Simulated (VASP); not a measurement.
# AlGa3N4 (P-43m) in VASP: further runs

AlGa3N4 is run at these levels: PBEsol; tasks: single point.

Everything below comes from runs of VASP 6.6.1. Logs are shortened: lines on timing, memory, paths and dates and some standing lists are left out, and cuts for length are marked.

## (1) The cell of the first run

The structure is cubic, space group P-43m (No. 215). Conventional cell: a = 4.468 Å, b = 4.468 Å, c = 4.468 Å, α = 90.00°, β = 90.00°, γ = 90.00°. Within 2.5 Å of Al (site symmetry -43m) lie 4 N at 1.90 Å. Within 2.6 Å of Ga (site symmetry -42m) lie 4 N at 1.95 Å. N (site symmetry 3m) has 1 Al at 1.90 Å and 3 Ga at 1.95 Å within 2.5 Å.

## (2) Single point, PBEsol

Contents of INCAR:

```
PREC = Accurate
ENCUT = 520
EDIFF = 1E-6
ISMEAR = 0
SIGMA = 0.02
LREAL = F
LASPH = T
NELM = 100
ALGO = Normal
ISIF = 2
LWAVE = F
LCHARG = F
GGA = PS
NBANDS = 41
```

Contents of KPOINTS:

```
regular mesh
0
Gamma
  6 6 6
```

Contents of POSCAR:

```
AlGa3N4
1.0
    4.4675774128      0.0000000000      0.0000000000
    0.0000000000      4.4675774128      0.0000000000
    0.0000000000      0.0000000000      4.4675774128
Al Ga N
1 3 4
Direct
    0.0000000000      0.0000000000      0.0000000000
    0.5000000000      0.5000000000      0.0000000000
    0.5000000000      0.0000000000      0.5000000000
    0.0000000000      0.5000000000      0.5000000000
    0.7550464072      0.7550464072      0.2449535928
    0.7550464072      0.2449535928      0.7550464072
    0.2449535928      0.7550464072      0.7550464072
    0.2449535928      0.2449535928      0.2449535928
```

Potentials or basis: VASP PAW PBE potentials, release 64 (Al, Ga_d, N).

Command:

```bash
cat potpaw_PBE.64/Al/POTCAR potpaw_PBE.64/Ga_d/POTCAR potpaw_PBE.64/N/POTCAR > POTCAR
mpirun -np 1 vasp_std > vasp.out
```

OUTCAR:

```text
PREC = Accurate
   ENCUT = 520
   EDIFF = 1E-6
   ISMEAR = 0
   LREAL = F
   LASPH = T
   NELM = 100
   ISIF = 2
   GGA = PS

 ion  position               nearest neighbor table
   1  0.000  0.000  0.000-   5 1.90   6 1.90   7 1.90   8 1.90
   2  0.500  0.500  0.000-   5 1.95   6 1.95   7 1.95   8 1.95
   3  0.500  0.000  0.500-   5 1.95   6 1.95   7 1.95   8 1.95
   4  0.000  0.500  0.500-   5 1.95   6 1.95   7 1.95   8 1.95
   5  0.755  0.755  0.245-   1 1.90   2 1.95   3 1.95   4 1.95
   6  0.755  0.245  0.755-   1 1.90   2 1.95   3 1.95   4 1.95
   7  0.245  0.755  0.755-   1 1.90   2 1.95   3 1.95   4 1.95
   8  0.245  0.245  0.245-   1 1.90   2 1.95   3 1.95   4 1.95

  LATTYP: Found a simple cubic cell.
 ALAT       =     4.4675774128

  Lattice vectors:

 A1 = (   4.4675774128,   0.0000000000,   0.0000000000)
 A2 = (   0.0000000000,   4.4675774128,   0.0000000000)
 A3 = (   0.0000000000,   0.0000000000,   4.4675774128)

Analysis of symmetry for initial positions (statically):
=====================================================================
 Subroutine PRICEL returns:
 Original cell was already a primitive cell.

 Routine SETGRP: Setting up the symmetry group for a
 simple cubic supercell.

 Subroutine GETGRP returns: Found 24 space group operations
 (whereof 24 operations were pure point group operations)
 out of a pool of 48 trial point group operations.

The static configuration has the point symmetry T_d .

Analysis of symmetry for dynamics (positions and initial velocities):
=====================================================================
 Subroutine PRICEL returns:
 Original cell was already a primitive cell.

 Routine SETGRP: Setting up the symmetry group for a
 simple cubic supercell.

 Subroutine GETGRP returns: Found 24 space group operations
 (whereof 24 operations were pure point group operations)
 out of a pool of 48 trial point group operations.

The dynamic configuration has the point symmetry T_d .

 Subroutine INISYM returns: Found 24 space group operations
 (whereof 24 operations are pure point group operations),
 and found     1 'primitive' translations

----------------------------------------------------------------------------------------

                                     Primitive cell

  volume of cell :      89.1695

  direct lattice vectors                    reciprocal lattice vectors
     4.467577413  0.000000000  0.000000000     0.223834957  0.000000000  0.000000000
     0.000000000  4.467577413  0.000000000     0.000000000  0.223834957  0.000000000
     0.000000000  0.000000000  4.467577413     0.000000000  0.000000000  0.223834957

  length of vectors
     4.467577413  4.467577413  4.467577413     0.223834957  0.223834957  0.223834957

  position of ions in fractional coordinates (direct lattice)
     0.000000000  0.000000000  0.000000000
     0.500000000  0.500000000  0.000000000
     0.500000000  0.000000000  0.500000000
     0.000000000  0.500000000  0.500000000
     0.755046407  0.755046407  0.244953593
     0.755046407  0.244953593  0.755046407
     0.244953593  0.755046407  0.755046407
     0.244953593  0.244953593  0.244953593

  ion indices of the primitive-cell ions
   primitive index   ion index
                 1           1
                 2           2
                 3           3
                 4           4
                 5           5
                 6           6
                 7           7
                 8           8

----------------------------------------------------------------------------------------

 KPOINTS: regular mesh

Automatic generation of k-mesh.
 Grid dimensions read from file:
 generate k-points for:    6    6    6

 Generating k-lattice:

  Cartesian coordinates                     Fractional coordinates (reciprocal lattice)
     0.037305826  0.000000000  0.000000000     0.166666667  0.000000000  0.000000000
     0.000000000  0.037305826  0.000000000     0.000000000  0.166666667  0.000000000
     0.000000000  0.000000000  0.037305826     0.000000000  0.000000000  0.166666667

  Length of vectors
     0.037305826  0.037305826  0.037305826

  Shift w.r.t. Gamma in fractional coordinates (k-lattice)
     0.000000000  0.000000000  0.000000000

 Subroutine IBZKPT returns following result:
 ===========================================

 Found     20 irreducible k-points:

 Following reciprocal coordinates:
            Coordinates               Weight
  0.000000  0.000000  0.000000      1.000000
  0.166667  0.000000  0.000000      6.000000
  0.333333  0.000000  0.000000      6.000000
  0.500000  0.000000  0.000000      3.000000
  0.166667  0.166667  0.000000     12.000000
  0.333333  0.166667  0.000000     24.000000
[... 12 lines left out ...]
  0.500000  0.500000  0.333333      6.000000
  0.500000  0.500000  0.500000      1.000000
   k-points           NKPTS =     20   k-points in BZ     NKDIM =     20   number of bands    NBANDS=     41
   number of dos      NEDOS =    301   number of ions     NIONS =      8
   total plane-waves  NPLWV =  46656
   dimension x,y,z NGX =    36 NGY =   36 NGZ =   36
   dimension x,y,z NGXF=    72 NGYF=   72 NGZF=   72
   ions per type =               1   3   4
   NGX,Y,Z   is equivalent  to a cutoff of  13.40, 13.40, 13.40 a.u.
   NGXF,Y,Z  is equivalent  to a cutoff of  26.79, 26.79, 26.79 a.u.
 SYSTEM =  unknown system
   PREC   = accura    normal or accurate (medium, high low for compatibility)
   ISTART =      0    job   : 0-new  1-cont  2-samecut
   ICHARG =      2    charge: 1-file 2-atom 10-const
   ISPIN  =      1    spin polarized calculation?
   LNONCOLLINEAR =      F non collinear calculations
   LSORBIT =      F    spin-orbit coupling
   LASPH  =      T    aspherical Exc in radial PAW
   ENCUT  =  520.0 eV  38.22 Ry    6.18 a.u.   8.31  8.31  8.31*2*pi/ulx,y,z
   NELM   =    100;   NELMIN=  2; NELMDL= -5     # of ELM steps
   EDIFF  = 0.1E-05   stopping-criterion for ELM
   LREAL  =      F    real-space projection
   EDIFFG = 0.1E-04   stopping-criterion for IOM
   NSW    =      0    number of steps for IOM
   IBRION =     -1    ionic relax: 0-MD 1-quasi-New 2-CG
   NFREE  =      0    steps in history (QN), initial steepest desc. (CG)
   ISIF   =      2    stress and relaxation
   ISYM   =      2    0-nonsym 1-usesym 2-fastsym
   POTIM  = 0.5000    time-step for ionic-motion
   TEBEG  =    0.0;   TEEND  =   0.0 temperature during run
   PSTRESS=    0.0 pullay stress
   NELECT =      62.0000    total number of electrons
   NUPDOWN=      -1.0000    fix difference up-down
   EMIN   =  10.00;   EMAX   =-10.00  energy-range for DOS
   EFERMI =   0.00;   METHOD = LEGACY
   ISMEAR =     0;   SIGMA  =   0.02  broadening in eV -4-tet -1-fermi 0-gaus
   EFERMI_NEDOS =   21; number of points for ismear=-14 and -15
   IALGO  =     38    algorithm
   IMIX   =      4    mixing-type and parameters
     AMIX     =   0.40;   BMIX     =  1.00
     AMIX_MAG =   1.60;   BMIX_MAG =  1.00
  volume/ion in A,a.u.               =      11.15        75.22
  Fermi-wavevector in a.u.,A,eV,Ry     =   1.450329  2.740725 28.619246  2.103455
  Thomas-Fermi vector in A             =   2.567954
   LORBIT       =      0    0 simple, 1 ext, 2 COOP (PROOUT), +10 PAW based schemes
   GGA     = PS    functional components
   LHFCALC =     F    Hartree Fock is set to
   AEXX    =    0.0000 exact exchange contribution
   IVDW    =     0    specifies the selected vdW correction
   LEPSILON=     F    determine dielectric tensor
   LRPA    =     F    only Hartree local field effects (RPA)
 non-spin polarized calculation
 Gauss-broadening in eV      SIGMA  =   0.02
  energy-cutoff  :      520.00
  volume of cell :       89.17
 maximum number of plane-waves:      2469
 NGX is ok and might be reduce to    36
   NGX = 17   NGY = 17   NGZ = 17

 number of electron      61.9999964 magnetization

 Free energy of the ion-electron system (eV)
  ---------------------------------------------------
  ext. energy  EPLUGINS =         0.00000000
  ---------------------------------------------------
  free energy    TOTEN  =       -54.96760905 eV

  energy without entropy =      -54.96760905  energy(sigma->0) =      -54.96760905

 E-fermi :   5.4398     XC(G=0): -11.7434

 val. band max:        5.3149636436   @ k =   0.0000   0.0000   0.0000
 cond. band min:       7.6247015517   @ k =   0.0000   0.0000   0.0000
 fundamental gap:      2.3097379081
 Fermi energy:         5.4398090781

 k-point     1 :       0.0000    0.0000    0.0000
  band No.  band energies     occupation
      1     -10.3708      2.00000
      2      -9.0710      2.00000
      3      -9.0710      2.00000
      4      -9.0710      2.00000
      5      -7.7980      2.00000
      6      -7.7766      2.00000
[... 33 lines left out ...]
     40      16.0784      0.00000
     41      16.0785      0.00000

 k-point     2 :       0.1667    0.0000    0.0000
  band No.  band energies     occupation
      1     -10.2574      2.00000
      2      -9.1094      2.00000
      3      -9.0726      2.00000
      4      -9.0726      2.00000
      5      -7.7931      2.00000
      6      -7.7734      2.00000
[... 33 lines left out ...]
     40      16.2935      0.00000
     41      16.3038      0.00000

 k-point     3 :       0.3333    0.0000    0.0000
  band No.  band energies     occupation
      1      -9.9527      2.00000
      2      -9.2526      2.00000
      3      -9.0759      2.00000
      4      -9.0759      2.00000
      5      -7.7625      2.00000
      6      -7.7583      2.00000
[... 33 lines left out ...]
     40      16.6543      0.00000
     41      16.8147      0.00000

 k-point     4 :       0.5000    0.0000    0.0000
  band No.  band energies     occupation
      1      -9.6274      2.00000
      2      -9.4907      2.00000
      3      -9.0777      2.00000
      4      -9.0777      2.00000
      5      -7.7351      2.00000
      6      -7.7292      2.00000
[... 649 lines left out ...]
     40      15.5697      0.00000
     41      15.7089      0.00000

 k-point    19 :       0.5000    0.5000    0.3333
  band No.  band energies     occupation
      1      -9.4100      2.00000
      2      -9.2274      2.00000
      3      -9.2274      2.00000
      4      -9.2158      2.00000
      5      -7.7813      2.00000
      6      -7.7813      2.00000
[... 33 lines left out ...]
     40      15.5212      0.00000
     41      15.5739      0.00000

 k-point    20 :       0.5000    0.5000    0.5000
  band No.  band energies     occupation
      1      -9.4160      2.00000
      2      -9.2236      2.00000
      3      -9.2236      2.00000
      4      -9.2236      2.00000
      5      -7.7854      2.00000
      6      -7.7854      2.00000
[... 33 lines left out ...]
     40      15.2196      0.00000
     41      15.2196      0.00000

------------------------ aborting loop because EDIFF is reached ----------------------------------------

  FORCE on cell =-STRESS in cart. coord.  units (eV):
  Direction    XX          YY          ZZ          XY          YZ          ZX
  --------------------------------------------------------------------------------------
  -------------------------------------------------------------------------------------
  Total       -0.0935460     -0.0935460     -0.0935460      0.0000000      0.0000000      0.0000000
  in kB       -1.6808133     -1.6808133     -1.6808133      0.0000000      0.0000000      0.0000000
  external PRESSURE =      -1.6808133 kB  Pullay stress =       0.0000000 kB

 VOLUME and BASIS-vectors are now :
 -----------------------------------------------------------------------------
  energy-cutoff  :      520.00
  volume of cell :       89.17
      direct lattice vectors                 reciprocal lattice vectors
     4.467577413  0.000000000  0.000000000     0.223834957  0.000000000  0.000000000
     0.000000000  4.467577413  0.000000000     0.000000000  0.223834957  0.000000000
     0.000000000  0.000000000  4.467577413     0.000000000  0.000000000  0.223834957

 POSITION                                       TOTAL-FORCE (eV/Angst)
 -----------------------------------------------------------------------------------
      0.00000      0.00000      0.00000         0.000000      0.000000      0.000000
      2.23379      2.23379      0.00000        -0.000000     -0.000000      0.000000
      2.23379      0.00000      2.23379         0.000000      0.000000      0.000000
      0.00000      2.23379      2.23379        -0.000000      0.000000      0.000000
      3.37323      3.37323      1.09435        -0.006657     -0.006657      0.006657
      3.37323      1.09435      3.37323        -0.006657      0.006657     -0.006657
      1.09435      3.37323      3.37323         0.006657     -0.006657     -0.006657
      1.09435      1.09435      1.09435         0.006657      0.006657      0.006657
 -----------------------------------------------------------------------------------
    total drift:                               -0.000000     -0.000000     -0.000000

  FREE ENERGIE OF THE ION-ELECTRON SYSTEM (eV)
  ---------------------------------------------------
  free  energy   TOTEN  =       -54.9676090458 eV

  energy  without entropy=      -54.9676090458  energy(sigma->0) =      -54.96760905
```

Run time: 2 min. Hardware: 1 thread of Intel Xeon 8259CL, shared host; peak memory 0.22 GiB.

Results:

| Property | Result |
| --- | --- |
| Free energy | -54.9676 eV |
| Pressure | -0.2 GPa |
| Largest force | 0.012 eV/Å |
| Band gap on the k mesh | 2.31 eV, direct |

Forces on the atoms (eV/Å):
```
Al   0.000  0.000  0.000
Ga   0.000  0.000  0.000
Ga   0.000  0.000  0.000
Ga   0.000  0.000  0.000
N   -0.007 -0.007  0.007
N   -0.007  0.007 -0.007
N    0.007 -0.007 -0.007
N    0.007  0.007  0.007
```

Caveat: the PAW data sets were made with another functional, which shifts forces and pressure a little.

## (3) Single point, PBEsol

Contents of INCAR:

```
SYSTEM = AlGa3N4
  PREC = Accurate
  ENCUT = 520
  EDIFF = 1E-6
  ISMEAR = 0
  SIGMA = 0.05
  LREAL = .False.
  LASPH = .True.
  NELM = 80
  ALGO = Normal
  ISIF = 2
  LWAVE = .False.
  LCHARG = .False.
  GGA = PS
  NBANDS = 41
```

Contents of KPOINTS:

```
Automatic mesh
0
Gamma
  6 6 6
  0 0 0
```

POSCAR is that of step 2.

Potentials or basis: VASP PAW PBE potentials, release 64 (Al, Ga_d, N).

Command:

```bash
cat potpaw_PBE.64/Al/POTCAR potpaw_PBE.64/Ga_d/POTCAR potpaw_PBE.64/N/POTCAR > POTCAR
mpirun -np 1 vasp_std > vasp.out
```

Run time: 1.9 min. Hardware: 1 thread of Intel Xeon 8259CL, shared host; peak memory 0.22 GiB.

It converged, with:

```yaml
Free_energy: -54.9676 eV
Pressure: -0.2 GPa
Largest_force: 0.012 eV/Å
Band_gap_on_the_k_mesh: 2.31 eV, direct
```

Forces in eV/Å, atoms in the order of the input:
```
Al   0.000  0.000  0.000
Ga   0.000  0.000  0.000
Ga   0.000  0.000  0.000
Ga   0.000  0.000  0.000
N   -0.007 -0.007  0.007
N   -0.007  0.007 -0.007
N    0.007 -0.007 -0.007
N    0.007  0.007  0.007
```

Levels at points of the mesh, in eV from the valence-band top:
```tsv
k point	band 28	band 29	band 30	band 31	band 32	band 33	band 34	band 35
(0.00, 0.00, 0.00)	-2.47	0.00	0.00	0.00	2.31	3.33	3.33	3.33
(0.50, 0.00, 0.00)	-1.49	-1.49	-1.20	-1.20	4.84	4.94	6.14	6.14
(0.50, 0.50, 0.00)	-0.99	-0.94	-0.94	-0.63	6.66	6.84	6.84	7.27
(0.50, 0.50, 0.50)	-0.75	-0.68	-0.68	-0.68	4.93	4.93	4.93	6.19
```

Caveat: the PAW data sets were made with another functional, which shifts forces and pressure a little.
